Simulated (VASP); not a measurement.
# TiC in VASP: relaxation of the atoms with LDA

Aim: the relaxation of the atoms of TiC with LDA.

Program: VASP 6.6.1. These are calculated values, not measurements. Logs are shortened: lines on timing, memory, paths and dates and some standing lists are left out, and cuts for length are marked.

## 1. The cell of the first run

The cell holds a slab with vacuum, 14 atoms: a = 3.013 Å, b = 3.013 Å, c = 27.782 Å, α = 90.00°, β = 90.00°, γ = 90.00°.

## 2. Relaxation of the atoms, LDA

Input file INCAR:

```
PREC     = Accurate       # precision mode
ENCUT    = 520            # plane-wave cutoff, eV
EDIFF    = 1E-6           # SCF threshold, eV
ISMEAR   = 0              # smearing method
SIGMA    = 0.1            # smearing width, eV
LREAL    = False          # projectors in reciprocal space
LASPH    = True           # aspherical terms in the spheres
NELM     = 100            # most SCF steps
ALGO     = Normal         # electronic algorithm
ISIF     = 2              # what is computed and relaxed
LWAVE    = False          # write WAVECAR
LCHARG   = False          # write CHGCAR
LDIPOL   = True         
IDIPOL   = 3            
DIPOL    = 0.5 0.5 0.500
IBRION   = 2              # ionic algorithm
NSW      = 80             # ionic steps
EDIFFG   = -0.02          # ionic threshold
KPAR     = 4
```

Input file KPOINTS:

```
Automatic mesh
0
Gamma
  11 11 1
```

Input file POSCAR:

```
TiC
1.0
    3.0128567032      0.0000000000      0.0000000000
    0.0000000000      3.0128567032      0.0000000000
    0.0000000000      0.0000000000     27.7824684333
Ti C
7 7
Direct
    0.5000000000      0.5000000000      0.2699544145
    0.0000000000      0.0000000000      0.3466362764
    0.5000000000      0.5000000000      0.4233181382
    0.0000000000      0.0000000000      0.5000000000
    0.5000000000      0.5000000000      0.5766818618
    0.0000000000      0.0000000000      0.6533637236
    0.5000000000      0.5000000000      0.7300455855
    0.0000000000      0.0000000000      0.2699544145
    0.5000000000      0.5000000000      0.3466362764
    0.0000000000      0.0000000000      0.4233181382
    0.5000000000      0.5000000000      0.5000000000
    0.0000000000      0.0000000000      0.5766818618
    0.5000000000      0.5000000000      0.6533637236
    0.0000000000      0.0000000000      0.7300455855
```

Potentials or basis: VASP PAW LDA potentials, release 64 (Ti_sv, C).

Command:

```console
cat potpaw_LDA.64/Ti_sv/POTCAR potpaw_LDA.64/C/POTCAR > POTCAR
mpirun -np 4 vasp_std > vasp.out
```

OUTCAR:

```text
PREC = Accurate
   ENCUT = 520
   EDIFF = 1E-6
   ISMEAR = 0
   LREAL = False
   LASPH = True
   NELM = 100
   ISIF = 2
   IBRION = 2
   NSW = 80
   EDIFFG = -0.02

 ion  position               nearest neighbor table
   1  0.500  0.500  0.270-   8 2.13   8 2.13   8 2.13   8 2.13   9 2.13
   2  0.000  0.000  0.347-  10 2.13   9 2.13   9 2.13   9 2.13   9 2.13   8 2.13
   3  0.500  0.500  0.423-  11 2.13   9 2.13  10 2.13  10 2.13  10 2.13  10 2.13
   4  0.000  0.000  0.500-  10 2.13  12 2.13  11 2.13  11 2.13  11 2.13  11 2.13
   5  0.500  0.500  0.577-  11 2.13  13 2.13  12 2.13  12 2.13  12 2.13  12 2.13
   6  0.000  0.000  0.653-  12 2.13  13 2.13  13 2.13  13 2.13  13 2.13  14 2.13
   7  0.500  0.500  0.730-  14 2.13  14 2.13  14 2.13  14 2.13  13 2.13
   8  0.000  0.000  0.270-   1 2.13   1 2.13   1 2.13   1 2.13   2 2.13
   9  0.500  0.500  0.347-   3 2.13   2 2.13   2 2.13   2 2.13   2 2.13   1 2.13
  10  0.000  0.000  0.423-   4 2.13   2 2.13   3 2.13   3 2.13   3 2.13   3 2.13
  11  0.500  0.500  0.500-   3 2.13   5 2.13   4 2.13   4 2.13   4 2.13   4 2.13
  12  0.000  0.000  0.577-   4 2.13   6 2.13   5 2.13   5 2.13   5 2.13   5 2.13
  13  0.500  0.500  0.653-   5 2.13   6 2.13   6 2.13   6 2.13   6 2.13   7 2.13
  14  0.000  0.000  0.730-   7 2.13   7 2.13   7 2.13   7 2.13   6 2.13

  LATTYP: Found a simple tetragonal cell.
 ALAT       =     3.0128567032
 C/A-ratio  =     9.2213042870

  Lattice vectors:

 A1 = (   3.0128567032,   0.0000000000,   0.0000000000)
 A2 = (   0.0000000000,   3.0128567032,   0.0000000000)
 A3 = (   0.0000000000,   0.0000000000,  27.7824684333)

Analysis of symmetry for initial positions (statically):
=====================================================================
 Subroutine PRICEL returns:
 Original cell was already a primitive cell.

 Routine SETGRP: Setting up the symmetry group for a
 simple tetragonal supercell.

 Subroutine GETGRP returns: Found 16 space group operations
 (whereof 16 operations were pure point group operations)
 out of a pool of 16 trial point group operations.

The static configuration has the point symmetry D_4h.

Analysis of symmetry for dynamics (positions and initial velocities):
=====================================================================
 Subroutine PRICEL returns:
 Original cell was already a primitive cell.

 Routine SETGRP: Setting up the symmetry group for a
 simple tetragonal supercell.

 Subroutine GETGRP returns: Found 16 space group operations
 (whereof 16 operations were pure point group operations)
 out of a pool of 16 trial point group operations.

The dynamic configuration has the point symmetry D_4h.

 Subroutine INISYM returns: Found 16 space group operations
 (whereof 16 operations are pure point group operations),
 and found     1 'primitive' translations

----------------------------------------------------------------------------------------

                                     Primitive cell

  volume of cell :     252.1900

  direct lattice vectors                    reciprocal lattice vectors
     3.012856703  0.000000000  0.000000000     0.331910907  0.000000000  0.000000000
     0.000000000  3.012856703  0.000000000     0.000000000  0.331910907  0.000000000
     0.000000000  0.000000000 27.782468433     0.000000000  0.000000000  0.035993922

  length of vectors
     3.012856703  3.012856703 27.782468433     0.331910907  0.331910907  0.035993922

  position of ions in fractional coordinates (direct lattice)
     0.500000000  0.500000000  0.269954414
     0.000000000  0.000000000  0.346636276
     0.500000000  0.500000000  0.423318138
     0.000000000  0.000000000  0.500000000
     0.500000000  0.500000000  0.576681862
     0.000000000  0.000000000  0.653363724
     0.500000000  0.500000000  0.730045586
     0.000000000  0.000000000  0.269954414
     0.500000000  0.500000000  0.346636276
     0.000000000  0.000000000  0.423318138
     0.500000000  0.500000000  0.500000000
     0.000000000  0.000000000  0.576681862
     0.500000000  0.500000000  0.653363724
     0.000000000  0.000000000  0.730045586

  ion indices of the primitive-cell ions
   primitive index   ion index
                 1           1
                 2           2
                 3           3
[... 63 lines left out ...]
   total plane-waves  NPLWV = 120960
   dimension x,y,z NGX =    24 NGY =   24 NGZ =  210
   dimension x,y,z NGXF=    48 NGYF=   48 NGZF=  420
   ions per type =               7   7
   NGX,Y,Z   is equivalent  to a cutoff of  13.24, 13.24, 12.57 a.u.
   NGXF,Y,Z  is equivalent  to a cutoff of  26.49, 26.49, 25.13 a.u.
 SYSTEM =  unknown system
   PREC   = accura    normal or accurate (medium, high low for compatibility)
   ISTART =      0    job   : 0-new  1-cont  2-samecut
   ICHARG =      2    charge: 1-file 2-atom 10-const
   ISPIN  =      1    spin polarized calculation?
   LNONCOLLINEAR =      F non collinear calculations
   LSORBIT =      F    spin-orbit coupling
   LASPH  =      T    aspherical Exc in radial PAW
   ENCUT  =  520.0 eV  38.22 Ry    6.18 a.u.   5.60  5.60 51.66*2*pi/ulx,y,z
   NELM   =    100;   NELMIN=  2; NELMDL= -5     # of ELM steps
   EDIFF  = 0.1E-05   stopping-criterion for ELM
   LREAL  =      F    real-space projection
   EDIFFG = -.2E-01   stopping-criterion for IOM
   NSW    =     80    number of steps for IOM
   IBRION =      2    ionic relax: 0-MD 1-quasi-New 2-CG
   NFREE  =      1    steps in history (QN), initial steepest desc. (CG)
   ISIF   =      2    stress and relaxation
   ISYM   =      2    0-nonsym 1-usesym 2-fastsym
   POTIM  = 0.5000    time-step for ionic-motion
   TEBEG  =    0.0;   TEEND  =   0.0 temperature during run
   PSTRESS=    0.0 pullay stress
   NELECT =     112.0000    total number of electrons
   NUPDOWN=      -1.0000    fix difference up-down
   EMIN   =  10.00;   EMAX   =-10.00  energy-range for DOS
   EFERMI =   0.00;   METHOD = LEGACY
   ISMEAR =     0;   SIGMA  =   0.10  broadening in eV -4-tet -1-fermi 0-gaus
   EFERMI_NEDOS =   21; number of points for ismear=-14 and -15
   IALGO  =     38    algorithm
   IMIX   =      4    mixing-type and parameters
     AMIX     =   0.40;   BMIX     =  1.00
     AMIX_MAG =   1.60;   BMIX_MAG =  1.00
  volume/ion in A,a.u.               =      18.01       121.56
  Fermi-wavevector in a.u.,A,eV,Ry     =   1.249026  2.360317 21.225996  1.560067
  Thomas-Fermi vector in A             =   2.383086
   LORBIT       =      0    0 simple, 1 ext, 2 COOP (PROOUT), +10 PAW based schemes
   GGA     = CA    functional components
   LHFCALC =     F    Hartree Fock is set to
   AEXX    =    0.0000 exact exchange contribution
   IVDW    =     0    specifies the selected vdW correction
   LEPSILON=     F    determine dielectric tensor
   LRPA    =     F    only Hartree local field effects (RPA)
 conjugate gradient relaxation of ions
 non-spin polarized calculation
 Gauss-broadening in eV      SIGMA  =   0.10
  energy-cutoff  :      520.00
  volume of cell :      252.19
 maximum number of plane-waves:      6839
 NGX is ok and might be reduce to    24
   NGX = 11   NGY = 11   NGZ =103

--------------------------------------- Ionic step        1  -------------------------------------------

 number of electron     112.0000002 magnetization

 Free energy of the ion-electron system (eV)
  ---------------------------------------------------
  ext. energy  EPLUGINS =         0.00000000
  ---------------------------------------------------
  free energy    TOTEN  =      -141.29546898 eV

  energy without entropy =     -141.28268840  energy(sigma->0) =     -141.28907869

------------------------ aborting loop because EDIFF is reached ----------------------------------------

  FORCE on cell =-STRESS in cart. coord.  units (eV):
  Direction    XX          YY          ZZ          XY          YZ          ZX
  --------------------------------------------------------------------------------------
  -------------------------------------------------------------------------------------
  Total       -4.0992242     -4.0992242     -1.8803963      0.0000000      0.0000000     -0.0000000
  in kB      -26.0426078    -26.0426078    -11.9462660      0.0000000      0.0000000     -0.0000000
  external PRESSURE =     -21.3438272 kB  Pullay stress =       0.0000000 kB
[... 179 lines left out ...]
--------------------------------------- Ionic step        5  -------------------------------------------

 number of electron     111.9999990 magnetization

 dipolmoment           0.000000      0.000000      0.000000 electrons x Angstroem

------------------------ aborting loop because EDIFF is reached ----------------------------------------

  FORCE on cell =-STRESS in cart. coord.  units (eV):
  Direction    XX          YY          ZZ          XY          YZ          ZX
  --------------------------------------------------------------------------------------
  -------------------------------------------------------------------------------------
  Total       -3.8552879     -3.8552879     -0.2284587      0.0000000      0.0000000     -0.0000000
  in kB      -24.4928662    -24.4928662     -1.4514112      0.0000000      0.0000000     -0.0000000
  external PRESSURE =     -16.8123812 kB  Pullay stress =       0.0000000 kB
[... 83 lines left out ...]
--------------------------------------- Ionic step        7  -------------------------------------------

 number of electron     111.9999989 magnetization

 dipolmoment           0.000000      0.000000     -0.000000 electrons x Angstroem

 Free energy of the ion-electron system (eV)
  ---------------------------------------------------
  ext. energy  EPLUGINS =         0.00000000
  ---------------------------------------------------
  free energy    TOTEN  =      -141.44917028 eV

  energy without entropy =     -141.43531417  energy(sigma->0) =     -141.44224222

 E-fermi :   2.9539     XC(G=0):  -7.7663

 val. band max:        2.9531437538   @ k =   0.0000   0.0000   0.0000
 cond. band min:       2.9540798088   @ k =   0.0000   0.0000   0.0000
 fundamental gap:      0.0009360551
 Fermi energy:         2.9538669813

 k-point     1 :       0.0000    0.0000    0.0000
  band No.  band energies     occupation
      1     -52.7238      2.00000
      2     -52.6799      2.00000
      3     -52.6483      2.00000
      4     -52.6072      2.00000
      5     -52.5988      2.00000
      6     -52.4710      2.00000
[... 1459 lines left out ...]
     66       6.3756      0.00000
     67       6.3798      0.00000

------------------------ aborting loop because EDIFF is reached ----------------------------------------

 vacuum level on the upper side and lower side of the slab       (xc-potential included)        -0.009        -0.009

  FORCE on cell =-STRESS in cart. coord.  units (eV):
  Direction    XX          YY          ZZ          XY          YZ          ZX
  --------------------------------------------------------------------------------------
  -------------------------------------------------------------------------------------
  Total       -3.8682779     -3.8682779     -0.2717584      0.0000000      0.0000000      0.0000000
  in kB      -24.5753929    -24.5753929     -1.7264967      0.0000000      0.0000000      0.0000000
  external PRESSURE =     -16.9590941 kB  Pullay stress =       0.0000000 kB
[... 29 lines left out ...]
  FREE ENERGIE OF THE ION-ELECTRON SYSTEM (eV)
  ---------------------------------------------------
  free  energy   TOTEN  =      -141.4491702751 eV

  energy  without entropy=     -141.4353141708  energy(sigma->0) =     -141.44224222

 reached required accuracy - stopping structural energy minimisation

 vacuum level on the upper side and lower side of the slab         7.842         7.842
```

Run time: 19 min. Hardware: 4 MPI ranks of Intel Xeon Platinum 8259CL at 2.50GHz (Skylake/Cascade Lake), shared host; peak memory 0.44 GiB.

Results:

```yaml
Free_energy: -141.4492 eV
Energy_gained_by_relaxing: 11.0 meV/atom
Ionic_steps: 7
Largest_force_after_relaxing: 0.013 eV/Å
Band_gap_on_the_k_mesh: zero (bands 56 and 57 overlap by 0.79 eV)
```

Forces in eV/Å, atoms in the order of the input:
```
Ti   0.000  0.000  0.013
Ti   0.000  0.000  0.001
Ti   0.000  0.000  0.008
Ti   0.000  0.000  0.000
Ti   0.000  0.000 -0.008
Ti   0.000  0.000 -0.001
Ti   0.000  0.000 -0.013
C    0.000  0.000  0.001
C    0.000  0.000 -0.002
C    0.000  0.000  0.002
C    0.000  0.000  0.000
C    0.000  0.000 -0.002
C    0.000  0.000  0.002
C    0.000  0.000 -0.001
```

The path:
```
step  energy change (eV)  largest force (eV/Å)  pressure (GPa)
   1              0.0000                1.4271           -2.13
   2             -0.1463                0.3394           -1.57
   3             -0.1511                0.1616           -1.67
   4             -0.1510                0.1815           -1.66
   5             -0.1535                0.0476           -1.68
   6             -0.1536                0.0231           -1.69
   7             -0.1537                0.0134           -1.70
```

Final structure:
```yaml
crystal:
  lattice:
    - [3.01286, 0.00000, 0.00000]
    - [0.00000, 3.01286, 0.00000]
    - [0.00000, 0.00000, 27.78247]
  atoms:
    - { symbol: Ti, position: [0.50000, 0.50000, 0.27215] }
    - { symbol: Ti, position: [0.00000, 0.00000, 0.34705] }
    - { symbol: Ti, position: [0.50000, 0.50000, 0.42343] }
    - { symbol: Ti, position: [0.00000, 0.00000, 0.50000] }
    - { symbol: Ti, position: [0.50000, 0.50000, 0.57657] }
    - { symbol: Ti, position: [0.00000, 0.00000, 0.65295] }
    - { symbol: Ti, position: [0.50000, 0.50000, 0.72785] }
    - { symbol: C, position: [0.00000, 0.00000, 0.26833] }
    - { symbol: C, position: [0.50000, 0.50000, 0.34595] }
    - { symbol: C, position: [0.00000, 0.00000, 0.42283] }
    - { symbol: C, position: [0.50000, 0.50000, 0.50000] }
    - { symbol: C, position: [0.00000, 0.00000, 0.57717] }
    - { symbol: C, position: [0.50000, 0.50000, 0.65405] }
    - { symbol: C, position: [0.00000, 0.00000, 0.73167] }
```
